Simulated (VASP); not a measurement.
# Mg2Sn (Fm-3m) in VASP: electric field gradients with PBE

Aim: the electric field gradients of Mg2Sn with PBE.

All numbers are computed with VASP 6.6.1; they aren't measurements. Logs are shortened: lines on timing, memory, paths and dates and some standing lists are left out, and cuts for length are marked.

### Step 1. The cell of the first run

The structure is cubic, space group Fm-3m (No. 225). The conventional cell has a = 6.759 Å, b = 6.759 Å, c = 6.759 Å, α = 90.00°, β = 90.00°, γ = 90.00°. Mg (site symmetry -43m) has 4 Sn at 2.93 Å and 6 Mg at 3.38 Å within 3.9 Å. Within 3.9 Å of Sn (site symmetry m-3m) lie 8 Mg at 2.93 Å.

### Step 2. Electric field gradients, PBE

Contents of INCAR:

```
SYSTEM = Mg2Sn
ALGO = Normal
EDIFF = 1E-8
ENCUT = 520
GGA = PE
GGA_COMPAT = .False.
ISIF = 2
ISMEAR = -1
LASPH = .True.
LCHARG = .False.
LEFG = .True.
LREAL = .False.
LWAVE = .False.
NBANDS = 16
NELM = 120
PREC = Accurate
SIGMA = 0.08
```

Contents of KPOINTS:

```
k-points
0
Gamma
  11 11 11
  0 0 0
```

Contents of POSCAR:

```
Mg2Sn
1.0
    0.0000000000      3.3795000000      3.3795000000
    3.3795000000      0.0000000000      3.3795000000
    3.3795000000      3.3795000000      0.0000000000
Mg Sn
2 1
Direct
    0.2500000000      0.2500000000      0.2500000000
    0.7500000000      0.7500000000      0.7500000000
    0.0000000000      0.0000000000      0.0000000000
```

Potentials or basis: VASP PAW PBE potentials, release 64 (Mg, Sn_d).

The run is started by

```console
$ cat potpaw_PBE.64/Mg/POTCAR potpaw_PBE.64/Sn_d/POTCAR > POTCAR
$ mpirun -np 1 vasp_std > vasp.out
```

OUTCAR:

```text
SYSTEM = Mg2Sn
   EDIFF = 1E-8
   ENCUT = 520
   GGA = PE
   ISIF = 2
   ISMEAR = -1
   LASPH = .True.
   LREAL = .False.
   NELM = 120
   PREC = Accurate

 ion  position               nearest neighbor table
   1  0.250  0.250  0.250-   3 2.93   3 2.93   3 2.93   3 2.93   2 3.38   2 3.38   2 3.38   2 3.38
                             2 3.38   2 3.38
   2  0.750  0.750  0.750-   3 2.93   3 2.93   3 2.93   3 2.93   1 3.38   1 3.38   1 3.38   1 3.38
                             1 3.38   1 3.38
   3  0.000  0.000  0.000-   2 2.93   2 2.93   2 2.93   1 2.93   2 2.93   1 2.93   1 2.93   1 2.93

  LATTYP: Found a face centered cubic cell.
 ALAT       =     6.7590000000

  Lattice vectors:

 A1 = (   0.0000000000,   3.3795000000,   3.3795000000)
 A2 = (   3.3795000000,   0.0000000000,   3.3795000000)
 A3 = (   3.3795000000,   3.3795000000,   0.0000000000)

Analysis of symmetry for initial positions (statically):
[... 33 lines left out ...]
                                     Primitive cell

  volume of cell :      77.1947

  direct lattice vectors                    reciprocal lattice vectors
     0.000000000  3.379500000  3.379500000    -0.147950880  0.147950880  0.147950880
     3.379500000  0.000000000  3.379500000     0.147950880 -0.147950880  0.147950880
     3.379500000  3.379500000  0.000000000     0.147950880  0.147950880 -0.147950880

  length of vectors
     4.779334734  4.779334734  4.779334734     0.256258442  0.256258442  0.256258442

  position of ions in fractional coordinates (direct lattice)
     0.250000000  0.250000000  0.250000000
     0.750000000  0.750000000  0.750000000
     0.000000000  0.000000000  0.000000000

  ion indices of the primitive-cell ions
   primitive index   ion index
                 1           1
                 2           2
                 3           3

----------------------------------------------------------------------------------------

 KPOINTS: k-points

Automatic generation of k-mesh.
 Grid dimensions read from file:
 generate k-points for:   11   11   11

 Generating k-lattice:

  Cartesian coordinates                     Fractional coordinates (reciprocal lattice)
    -0.013450080  0.013450080  0.013450080     0.090909091  0.000000000  0.000000000
     0.013450080 -0.013450080  0.013450080     0.000000000  0.090909091  0.000000000
     0.013450080  0.013450080 -0.013450080     0.000000000  0.000000000  0.090909091

  Length of vectors
     0.023296222  0.023296222  0.023296222

  Shift w.r.t. Gamma in fractional coordinates (k-lattice)
     0.000000000  0.000000000  0.000000000

 Subroutine IBZKPT returns following result:
 ===========================================

 Found     56 irreducible k-points:

 Following reciprocal coordinates:
            Coordinates               Weight
  0.000000  0.000000  0.000000      1.000000
  0.090909  0.000000  0.000000      8.000000
  0.181818  0.000000  0.000000      8.000000
  0.272727  0.000000  0.000000      8.000000
  0.363636  0.000000  0.000000      8.000000
  0.454545  0.000000  0.000000      8.000000
[... 16 lines left out ...]
 -0.272727  0.181818  0.000000     24.000000
 -0.181818  0.181818  0.000000     12.000000
 [... further k-points ...]
   k-points           NKPTS =     56   k-points in BZ     NKDIM =     56   number of bands    NBANDS=     16
   number of dos      NEDOS =    301   number of ions     NIONS =      3
   total plane-waves  NPLWV =  46656
   dimension x,y,z NGX =    36 NGY =   36 NGZ =   36
   dimension x,y,z NGXF=    72 NGYF=   72 NGZF=   72
   ions per type =               2   1
   NGX,Y,Z   is equivalent  to a cutoff of  12.52, 12.52, 12.52 a.u.
   NGXF,Y,Z  is equivalent  to a cutoff of  25.04, 25.04, 25.04 a.u.
 SYSTEM =  Mg2Sn
   PREC   = accura    normal or accurate (medium, high low for compatibility)
   ISTART =      0    job   : 0-new  1-cont  2-samecut
   ICHARG =      2    charge: 1-file 2-atom 10-const
   ISPIN  =      1    spin polarized calculation?
   LNONCOLLINEAR =      F non collinear calculations
   LSORBIT =      F    spin-orbit coupling
   LASPH  =      T    aspherical Exc in radial PAW
   ENCUT  =  520.0 eV  38.22 Ry    6.18 a.u.   8.89  8.89  8.89*2*pi/ulx,y,z
   NELM   =    120;   NELMIN=  2; NELMDL= -5     # of ELM steps
   EDIFF  = 0.1E-07   stopping-criterion for ELM
   LREAL  =      F    real-space projection
   EDIFFG = 0.1E-06   stopping-criterion for IOM
   NSW    =      0    number of steps for IOM
   IBRION =     -1    ionic relax: 0-MD 1-quasi-New 2-CG
   NFREE  =      0    steps in history (QN), initial steepest desc. (CG)
   ISIF   =      2    stress and relaxation
   ISYM   =      2    0-nonsym 1-usesym 2-fastsym
   POTIM  = 0.5000    time-step for ionic-motion
   TEBEG  =    0.0;   TEEND  =   0.0 temperature during run
   PSTRESS=    0.0 pullay stress
   NELECT =      18.0000    total number of electrons
   NUPDOWN=      -1.0000    fix difference up-down
   EMIN   =  10.00;   EMAX   =-10.00  energy-range for DOS
   EFERMI =   0.00;   METHOD = LEGACY
   ISMEAR =    -1;   SIGMA  =   0.08  broadening in eV -4-tet -1-fermi 0-gaus
   EFERMI_NEDOS =   21; number of points for ismear=-14 and -15
   IALGO  =     38    algorithm
   IMIX   =      4    mixing-type and parameters
     AMIX     =   0.40;   BMIX     =  1.00
     AMIX_MAG =   1.60;   BMIX_MAG =  1.00
  volume/ion in A,a.u.               =      25.73       173.65
  Fermi-wavevector in a.u.,A,eV,Ry     =   1.007635  1.904154 13.814378  1.015328
  Thomas-Fermi vector in A             =   2.140452
   LORBIT       =      0    0 simple, 1 ext, 2 COOP (PROOUT), +10 PAW based schemes
   GGA     = PE    functional components
   LHFCALC =     F    Hartree Fock is set to
   AEXX    =    0.0000 exact exchange contribution
   IVDW    =     0    specifies the selected vdW correction
   LEPSILON=     F    determine dielectric tensor
   LRPA    =     F    only Hartree local field effects (RPA)
 non-spin polarized calculation
  energy-cutoff  :      520.00
  volume of cell :       77.19
 maximum number of plane-waves:      2102
   NGX = 17   NGY = 17   NGZ = 17

 number of electron      18.0000006 magnetization

 Free energy of the ion-electron system (eV)
  ---------------------------------------------------
  ext. energy  EPLUGINS =         0.00000000
  ---------------------------------------------------
  free energy    TOTEN  =        -7.43190880 eV

  energy without entropy =       -7.42517037  energy(sigma->0) =       -7.42853958

 E-fermi :   4.2544     XC(G=0):  -8.7639

 val. band max:        4.2178645401   @ k =  -0.0909   0.0909   0.0000
 cond. band min:       4.2848475745   @ k =   0.0000   0.0000   0.0000
 fundamental gap:      0.0669830344
 Fermi energy:         4.2544211981

 k-point     1 :       0.0000    0.0000    0.0000
  band No.  band energies     occupation
      1     -16.6921      2.00000
      2     -16.6921      2.00000
      3     -16.6921      2.00000
      4     -16.6533      2.00000
      5     -16.6533      2.00000
      6      -4.8290      2.00000
[... 8 lines left out ...]
     15       9.7390      0.00000
     16       9.7390      0.00000

 k-point     2 :       0.0909    0.0000    0.0000
  band No.  band energies     occupation
      1     -16.6920      2.00000
      2     -16.6918      2.00000
      3     -16.6918      2.00000
      4     -16.6533      2.00000
      5     -16.6533      2.00000
      6      -4.7617      2.00000
[... 8 lines left out ...]
     15       9.0823      0.00000
     16       9.0823      0.00000

 k-point     3 :       0.1818    0.0000    0.0000
  band No.  band energies     occupation
      1     -16.6918      2.00000
      2     -16.6911      2.00000
      3     -16.6911      2.00000
      4     -16.6532      2.00000
      5     -16.6532      2.00000
      6      -4.5648      2.00000
[... 8 lines left out ...]
     15       8.6626      0.00000
     16       9.1848      0.00000
[... 362 lines left out ...]
 k-point    23 :      -0.2727    0.1818    0.0000
  band No.  band energies     occupation
      1     -16.6909      2.00000
      2     -16.6894      2.00000
      3     -16.6891      2.00000
      4     -16.6531      2.00000
      5     -16.6527      2.00000
      6      -3.8185      2.00000
[... 8 lines left out ...]
     15      10.4713      0.00000
     16      11.6595      0.00000

 k-point    24 :      -0.1818    0.1818    0.0000
  band No.  band energies     occupation
      1     -16.6915      2.00000
      2     -16.6900      2.00000
      3     -16.6896      2.00000
      4     -16.6534      2.00000
      5     -16.6527      2.00000
      6      -4.1544      2.00000
[... 8 lines left out ...]
     15      10.5415      0.00000
     16      10.9453      0.00000

 [... further k-points ...]
[... 5 lines left out ...]
  --------------------------------------------------------------------------------------
  -------------------------------------------------------------------------------------
  Total        0.4625196      0.4625196      0.4625196     -0.0000000      0.0000000     -0.0000000
  in kB        9.5996043      9.5996043      9.5996043     -0.0000000      0.0000000     -0.0000000
  external PRESSURE =       9.5996043 kB  Pullay stress =       0.0000000 kB

 VOLUME and BASIS-vectors are now :
 -----------------------------------------------------------------------------
  energy-cutoff  :      520.00
  volume of cell :       77.19
      direct lattice vectors                 reciprocal lattice vectors
     0.000000000  3.379500000  3.379500000    -0.147950880  0.147950880  0.147950880
     3.379500000  0.000000000  3.379500000     0.147950880 -0.147950880  0.147950880
     3.379500000  3.379500000  0.000000000     0.147950880  0.147950880 -0.147950880

 POSITION                                       TOTAL-FORCE (eV/Angst)
 -----------------------------------------------------------------------------------
      1.68975      1.68975      1.68975        -0.000000     -0.000000     -0.000000
      5.06925      5.06925      5.06925         0.000000      0.000000      0.000000
      0.00000      0.00000      0.00000        -0.000000     -0.000000      0.000000
 -----------------------------------------------------------------------------------
    total drift:                               -0.000000      0.000000      0.000000

  FREE ENERGIE OF THE ION-ELECTRON SYSTEM (eV)
  ---------------------------------------------------
  free  energy   TOTEN  =        -7.4319087959 eV

  energy  without entropy=       -7.4251703729  energy(sigma->0) =       -7.42853958

 Electric field gradients (V/A^2)
---------------------------------------------------------------------
 ion       V_xx      V_yy      V_zz      V_xy      V_xz      V_yz
---------------------------------------------------------------------
   1      -0.000     0.000    -0.000     0.000     0.000     0.000
   2      -0.000     0.000    -0.000     0.000     0.000     0.000
   3       0.000     0.000     0.000     0.002     0.002     0.002
---------------------------------------------------------------------

 Electric field gradients after diagonalization (V/A^2)
 (convention: |V_zz| > |V_xx| > |V_yy|)
----------------------------------------------------------------------
 ion       V_xx      V_yy      V_zz     asymmetry (V_yy - V_xx)/ V_zz
----------------------------------------------------------------------
   1      -0.000    -0.000     0.000       0.000
   2      -0.000    -0.000     0.000       0.000
   3      -0.002    -0.002     0.004       0.000
----------------------------------------------------------------------

           NMR quadrupolar parameters

 Cq : quadrupolar parameter    Cq=e*Q*V_zz/h
 eta: asymmetry parameters     (V_yy - V_xx)/ V_zz
 Q  : nuclear electric quadrupole moment in mb (millibarn)
----------------------------------------------------------------------
 ion       Cq(MHz)       eta       Q (mb)
----------------------------------------------------------------------
   1       0.000       0.000       1.000
   2       0.000       0.000       1.000
   3       0.000       0.000       1.000
----------------------------------------------------------------------
```

Wall time 49 s (1 thread of Intel Xeon Platinum 8375C at 2.90GHz (Ice Lake), shared host); peak memory 0.24 GiB.

What came out:

* Free energy: -7.4319 eV
* Pressure: 1.0 GPa
* Band gap on the k mesh: zero (band 9 reaches 4.28 eV, above the bottom of band 10 at 4.16 eV)

Caveat: without QUAD_EFG the Cq values of the log hold for a quadrupole moment of 1 mb, not for the nuclei; spin-orbit coupling is left out, which moves the levels of the heavy elements.
